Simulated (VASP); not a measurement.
# Ta4O (P1) in VASP: single point with PBEsol

Aim: the single point of Ta4O with PBEsol.

All numbers are computed with VASP 6.6.1; they aren't measurements. Logs are shortened: lines on timing, memory, paths and dates and some standing lists are left out, and cuts for length are marked.

## (1) The cell of the first run

The typed cell holds 5 atoms: a = 3.232 Å, b = 3.261 Å, c = 7.384 Å, α = 90.85°, β = 88.98°, γ = 90.54°.

## (2) Single point, PBEsol

Contents of INCAR:

```
ALGO = Normal ; EDIFF = 1E-6
ENCUT = 700 ; GGA = PS
GGA_COMPAT = F ; ISIF = 2
ISMEAR = 0 ; LASPH = T
LCHARG = F ; LREAL = F
LWAVE = F ; NBANDS = 37
NELM = 120 ; PREC = Accurate
SIGMA = 0.1
```

Contents of KPOINTS:

```
k-points
0
Gamma
  1 1 1
```

Contents of POSCAR:

```
Ta4O
1.0
    3.2320470291     -0.0152481768      0.0288595295
   -0.0152481768      3.2607564900     -0.0239794059
    0.0656424534     -0.0545423666      7.3830922482
Ta O
4 1
Direct
    0.0557881040      0.0175980815      0.4959207976
    0.5099888585      0.4844793375      0.7830196518
    0.4958958890      0.5104955771      0.2247411169
    0.0271957279      0.0119959521     -0.0099535760
    0.4860972249      0.4512680640      0.5148622201
```

Potentials or basis: VASP PAW PBE potentials, release 64 (Ta_sv_GW, O).

The run is started by

```bash
> cat potpaw_PBE.64/Ta_sv_GW/POTCAR potpaw_PBE.64/O/POTCAR > POTCAR
> mpirun -np 1 vasp_gam > vasp.out
```

OUTCAR:

```text
EDIFF = 1E-6
   ENCUT = 700
   GGA = PS
   ISIF = 2
   ISMEAR = 0
   LASPH = T
   LREAL = F
   NELM = 120
   PREC = Accurate

 ion  position               nearest neighbor table
   1  0.056  0.018  0.496-   5 1.98   5 2.33   5 2.33   5 2.60   3 2.93   3 2.93   2 2.99   2 3.12
                             2 3.15   3 3.16   3 3.19   2 3.25
   2  0.510  0.484  0.783-   5 1.98   4 2.66   4 2.76   4 2.78   4 2.84   1 2.99   1 3.12   1 3.15
                             1 3.25   3 3.26
   3  0.496  0.510  0.225-   5 2.15   4 2.81   4 2.86   4 2.91   4 2.92   1 2.93   1 2.93   1 3.16
                             1 3.19   2 3.26
   4  0.027  0.012  0.990-   2 2.66   2 2.76   2 2.78   3 2.81   2 2.84   3 2.86   3 2.91   3 2.92

   5  0.486  0.451  0.515-   1 1.98   2 1.98   3 2.15   1 2.33   1 2.33   1 2.60

  LATTYP: Found a triclinic cell.
 ALAT       =     3.2322118398
 B/A-ratio  =     1.4137652929
 C/A-ratio  =     2.2843754906
 COS(alpha) =     0.0020797679
 COS(beta)  =     0.0178528455
 COS(gamma) =     0.7005810707

  Lattice vectors:

 A1 = (   3.2320470291,  -0.0152481768,   0.0288595295)
 A2 = (   3.2167988523,   3.2455083132,   0.0048801236)
 A3 = (   0.0656424534,  -0.0545423666,   7.3830922482)

Analysis of symmetry for initial positions (statically):
=====================================================================
 Subroutine PRICEL returns:
 Original cell was already a primitive cell.

 Routine SETGRP: Setting up the symmetry group for a
 triclinic supercell.

 Subroutine GETGRP returns: Found  1 space group operations
 (whereof  1 operations were pure point group operations)
 out of a pool of  2 trial point group operations.

The static configuration has the point symmetry C_1 .

Analysis of symmetry for dynamics (positions and initial velocities):
=====================================================================
 Subroutine PRICEL returns:
 Original cell was already a primitive cell.

 Routine SETGRP: Setting up the symmetry group for a
 triclinic supercell.

 Subroutine GETGRP returns: Found  1 space group operations
 (whereof  1 operations were pure point group operations)
 out of a pool of  2 trial point group operations.

The dynamic configuration has the point symmetry C_1 .

 Subroutine INISYM returns: Found  1 space group operations
 (whereof  1 operations are pure point group operations),
 and found     1 'primitive' translations

[... 76 lines left out ...]
   EDIFF  = 0.1E-05   stopping-criterion for ELM
   LREAL  =      F    real-space projection
   EDIFFG = 0.1E-04   stopping-criterion for IOM
   NSW    =      0    number of steps for IOM
   IBRION =     -1    ionic relax: 0-MD 1-quasi-New 2-CG
   NFREE  =      0    steps in history (QN), initial steepest desc. (CG)
   ISIF   =      2    stress and relaxation
   ISYM   =      2    0-nonsym 1-usesym 2-fastsym
   POTIM  = 0.5000    time-step for ionic-motion
   TEBEG  =    0.0;   TEEND  =   0.0 temperature during run
   PSTRESS=    0.0 pullay stress
   NELECT =      58.0000    total number of electrons
   NUPDOWN=      -1.0000    fix difference up-down
   EMIN   =  10.00;   EMAX   =-10.00  energy-range for DOS
   EFERMI =   0.00;   METHOD = LEGACY
   ISMEAR =     0;   SIGMA  =   0.10  broadening in eV -4-tet -1-fermi 0-gaus
   EFERMI_NEDOS =   21; number of points for ismear=-14 and -15
   IALGO  =     38    algorithm
   IMIX   =      4    mixing-type and parameters
     AMIX     =   0.40;   BMIX     =  1.00
     AMIX_MAG =   1.60;   BMIX_MAG =  1.00
  volume/ion in A,a.u.               =      15.56       105.00
  Fermi-wavevector in a.u.,A,eV,Ry     =   1.484437  2.805180 29.981172  2.203554
  Thomas-Fermi vector in A             =   2.597974
   LORBIT       =      0    0 simple, 1 ext, 2 COOP (PROOUT), +10 PAW based schemes
   GGA     = PS    functional components
   LHFCALC =     F    Hartree Fock is set to
   AEXX    =    0.0000 exact exchange contribution
   IVDW    =     0    specifies the selected vdW correction
   LEPSILON=     F    determine dielectric tensor
   LRPA    =     F    only Hartree local field effects (RPA)
 non-spin polarized calculation
 Gauss-broadening in eV      SIGMA  =   0.10
  energy-cutoff  :      700.00
  volume of cell :       77.80
 maximum number of plane-waves:      1623
 NGX is ok and might be reduce to    28
   NGX = 13   NGY = 15   NGZ = 31

 number of electron      58.0000000 magnetization

 Free energy of the ion-electron system (eV)
  ---------------------------------------------------
  ext. energy  EPLUGINS =         0.00000000
  ---------------------------------------------------
  free energy    TOTEN  =       -67.92507888 eV

  energy without entropy =      -67.80237681  energy(sigma->0) =      -67.86372785

 E-fermi :  11.5623     XC(G=0): -13.1105

 val. band max:       11.5471049384   @ k =   0.0000   0.0000   0.0000
 cond. band min:      11.5865892499   @ k =   0.0000   0.0000   0.0000
 fundamental gap:      0.0394843115
 Fermi energy:        11.5623171962

 k-point     1 :       0.0000    0.0000    0.0000
  band No.  band energies     occupation
      1     -57.2047      2.00000
      2     -56.6949      2.00000
      3     -56.6100      2.00000
      4     -56.3946      2.00000
      5     -24.1711      2.00000
      6     -23.7277      2.00000
[... 29 lines left out ...]
     36      13.6768      0.00000
     37      13.9773      0.00000

------------------------ aborting loop because EDIFF is reached ----------------------------------------

  FORCE on cell =-STRESS in cart. coord.  units (eV):
  Direction    XX          YY          ZZ          XY          YZ          ZX
  --------------------------------------------------------------------------------------
  -------------------------------------------------------------------------------------
  Total       -1.1078718     -1.0359187      2.2228701      4.2724944      1.1742341      4.4615207
  in kB      -22.8156659    -21.3338538     45.7780950     87.9883426     24.1823401     91.8811766
  external PRESSURE =       0.5428584 kB  Pullay stress =       0.0000000 kB

 VOLUME and BASIS-vectors are now :
 -----------------------------------------------------------------------------
  energy-cutoff  :      700.00
  volume of cell :       77.80
      direct lattice vectors                 reciprocal lattice vectors
     3.232047029 -0.015248177  0.028859530     0.309432641  0.001426836 -0.002740599
    -0.015248177  3.260756490 -0.023979406     0.001426836  0.306700542  0.002253055
     0.065642453 -0.054542367  7.383092248    -0.001204897  0.000990550  0.135462633

 POSITION                                       TOTAL-FORCE (eV/Angst)
 -----------------------------------------------------------------------------------
      0.21259      0.02948      3.66262        -1.310352     -1.711085     -1.380519
      1.69232      1.52928      5.78421        -1.425548     -0.635423     -5.056565
      1.60973      1.64478      1.66135        -0.568830      0.160278      4.560332
      0.15270     -0.01530      7.31010         1.483569      0.641880      1.362555
      1.59800      1.43598      3.80448         1.821161      1.544349      0.514197
 -----------------------------------------------------------------------------------
    total drift:                               -0.000319     -0.000657      0.000556

  FREE ENERGIE OF THE ION-ELECTRON SYSTEM (eV)
  ---------------------------------------------------
  free  energy   TOTEN  =       -67.9250788825 eV

  energy  without entropy=      -67.8023768110  energy(sigma->0) =      -67.86372785
```

OSZICAR:

```text
N       E                     dE             d eps       ncg     rms          rms(c)
DAV:   1     0.106537447929E+04    0.10654E+04   -0.45441E+04    74   0.207E+03
DAV:   2     0.569625066729E+02   -0.10084E+04   -0.97361E+03   116   0.519E+02
DAV:   3    -0.701985523766E+02   -0.12716E+03   -0.12458E+03   108   0.183E+02
[... 20 lines left out ...]
DAV:  24    -0.679251504273E+02    0.14172E-03   -0.92680E-05    90   0.417E-02    0.136E+00
DAV:  25    -0.679251078346E+02    0.42593E-04   -0.25129E-05   100   0.188E-02    0.870E-01
DAV:  26    -0.679250827019E+02    0.25133E-04   -0.33712E-05    84   0.180E-02    0.386E-01
DAV:  27    -0.679250793270E+02    0.33749E-05   -0.35891E-06    68   0.104E-02    0.163E-01
DAV:  28    -0.679250788825E+02    0.44453E-06   -0.30780E-06    68   0.637E-03
   1 F= -.67925079E+02 E0= -.67863728E+02  d E =-.122702E+00
```

stdout:

```text
POSCAR found type information on POSCAR TaO
 POSCAR found :  2 types and       5 ions
 scaLAPACK will be used
 -----------------------------------------------------------------------------
|                                                                             |
|                                                                             |
|     You enforced a specific xc type in the INCAR file but a different       |
|     I HOPE YOU KNOW WHAT YOU ARE DOING!                                     |
|                                                                             |
 -----------------------------------------------------------------------------

 LDA part: xc-table for (Slater+PW92), standard interpolation
 POSCAR, INCAR and KPOINTS ok, starting setup
 FFT: planning ... GRIDC
 FFT: planning ... GRID_SOFT
 FFT: planning ... GRID
 WAVECAR not read
 entering main loop
```

It took 2 min on 1 thread of Intel Xeon Platinum 8259CL at 2.50GHz (Skylake/Cascade Lake), shared host; peak memory 0.21 GiB.

Results:

```yaml
Free_energy: -67.9251 eV
Pressure: 0.1 GPa
Largest_force: 5.292 eV/Å
```

Forces on the atoms (eV/Å):
```
Ta  -1.310 -1.711 -1.381
Ta  -1.426 -0.635 -5.057
Ta  -0.569  0.160  4.560
Ta   1.484  0.642  1.363
O    1.821  1.544  0.514
```

Levels at points of the mesh, in eV from the Fermi level:
| k point | band 25 | band 26 | band 27 | band 28 | band 29 | band 30 | band 31 | band 32 | band 33 | band 34 |
| --- | --- | --- | --- | --- | --- | --- | --- | --- | --- | --- |
| (0.00, 0.00, 0.00) | -2.22 | -1.52 | -1.02 | -0.79 | -0.02 | 0.02 | 0.12 | 0.45 | 0.52 | 0.93 |

Caveat: the k points lie up to 1.94 Å⁻¹ apart, too coarse for converged energies, forces and pressures; the PAW data sets were made with another functional, which shifts forces and pressure a little; spin-orbit coupling is left out, which moves the levels of the heavy elements.
